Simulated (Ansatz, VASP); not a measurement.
## Ta: VASP beside Ansatz

INCAR

```
PREC     = Accurate       # precision mode
ENCUT    = 520            # plane-wave cutoff, eV
EDIFF    = 1E-6           # SCF threshold, eV
ISMEAR   = 0              # smearing method
SIGMA    = 0.15           # smearing width, eV
LREAL    = False          # projectors in reciprocal space
LASPH    = True           # aspherical terms in the spheres
NELM     = 80             # most SCF steps
ALGO     = Fast           # electronic algorithm
ISIF     = 2              # what is computed and relaxed
LWAVE    = False          # write WAVECAR
LCHARG   = True           # write CHGCAR
GGA      = PE             # functional
LELF     = True           # ELF
LVHAR    = True         
NBANDS   = 12             # bands
```

File KPOINTS:

```
Automatic mesh
0
Gamma
  18 18 18
```

POSCAR

```
Ta
1.0
   -1.7507551652      1.6594835689      1.9084061042
    1.7507551652     -1.6594835689      1.9084061042
    1.7507551652      1.6594835689     -1.9084061042
Ta
1
Direct
    0.0000000000      0.0000000000      0.0000000000
```

Input for Ansatz:

```yaml
crystal:
  lattice:
    - [-1.7507551652, 1.6594835689, 1.9084061042]
    - [1.7507551652, -1.6594835689, 1.9084061042]
    - [1.7507551652, 1.6594835689, -1.9084061042]
  atoms:
    - { symbol: Ta, position: [0.0, 0.0, 0.0] }
basis:
  ecutwfc: 420
kpoints:
  mp_grid: { grid: [18, 18, 18] }
hamiltonian:
  xc: pbe
  pseudopotentials: { kind: paw, azcp: { folder: soft_1 } }
scf:
  occupations: { method: gaussian, width: 0.15 }
output:
  forces: true
  stress: true
  eigenvalues: true
```

Change from the starting cell: normal strain along x +0.0550, normal strain along z +0.1500.

Alike in both runs: task single point; functional PBE; k mesh 18 × 18 × 18; occupations gaussian, width 0.15 eV; no spin polarisation.

|  | VASP | Ansatz |
| --- | --- | --- |
| version | VASP 6.6.1 | Ansatz 0.2.0 |
| potentials or method | VASP PAW PBE potentials, release 64 (Ta_pv), cutoff 520 eV | scalar-relativistic, plane waves, PAW |
| valence electrons in the cell | 11 | 13 |

Ansatz gave:

* gap on the k mesh at the Fermi level (eV): none
* pressure (GPa): -25.1
* traceless stress, the component that is largest in VASP (GPa): -3.14

Question: Which values does VASP return?

Answer: gap on the k mesh at the Fermi level (eV): none; pressure (GPa): -25.2; traceless stress, the component that is largest in VASP (GPa): -3.15.

A gap of «none» marks a metal or a gap that the smearing closes. VASP's potentials hold 11 valence electrons a cell and Ansatz's 13, so a difference there can come from the potentials and not from the codes.

Neither program's run includes spin-orbit coupling.
